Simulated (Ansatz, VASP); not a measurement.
**Yb: VASP beside Ansatz**

Contents of INCAR:

```
SYSTEM = Yb
PREC = Accurate
ENCUT = 520
EDIFF = 1E-6
ISMEAR = 0
SIGMA = 0.15
LREAL = .False.
LASPH = .True.
NELM = 80
ALGO = Normal
ISIF = 2
LWAVE = .False.
LCHARG = .False.
GGA = PE
NBANDS = 18
```

KPOINTS

```
regular mesh
0
Gamma
  16 16 16
  0 0 0
```

The input POSCAR:

```
Yb
1.0
    0.0000000000      2.6461674752      2.6461674752
    2.6461674752      0.0000000000      2.6461674752
    2.6461674752      2.6461674752      0.0000000000
Yb
1
Direct
    0.0000000000      0.0000000000      0.0000000000
```

Input for Ansatz:

```yaml
crystal:
  lattice:
    - [0.0, 2.6461674752, 2.6461674752]
    - [2.6461674752, 0.0, 2.6461674752]
    - [2.6461674752, 2.6461674752, 0.0]
  atoms:
    - { symbol: Yb, position: [0.0, 0.0, 0.0] }
basis:
  ecutwfc: 420
kpoints:
  mp_grid: { grid: [16, 16, 16] }
hamiltonian:
  xc: pbe
scf:
  occupations: { method: gaussian, width: 0.15 }
output:
  forces: true
  stress: true
  eigenvalues: true
```

Alike in both runs: task single point; functional PBE; k mesh 16 × 16 × 16; occupations gaussian, width 0.15 eV; no spin polarisation.

```csv
,VASP,Ansatz
version,VASP 6.6.1,Ansatz 0.2.0
potentials or method,"VASP PAW PBE potentials, release 64 (Yb), cutoff 520 eV","scalar-relativistic, plane waves, PAW"
valence electrons in the cell,24,24
```

Ansatz gave:

```
gap on the k mesh at the Fermi level (eV) : none
pressure (GPa)                            : -0.7
```

Question: What did VASP give for the same quantities?

Answer: gap on the k mesh at the Fermi level (eV): none; pressure (GPa): -1.8.

A gap of «none» marks a metal or a gap that the smearing closes.

Spin-orbit coupling is off throughout.
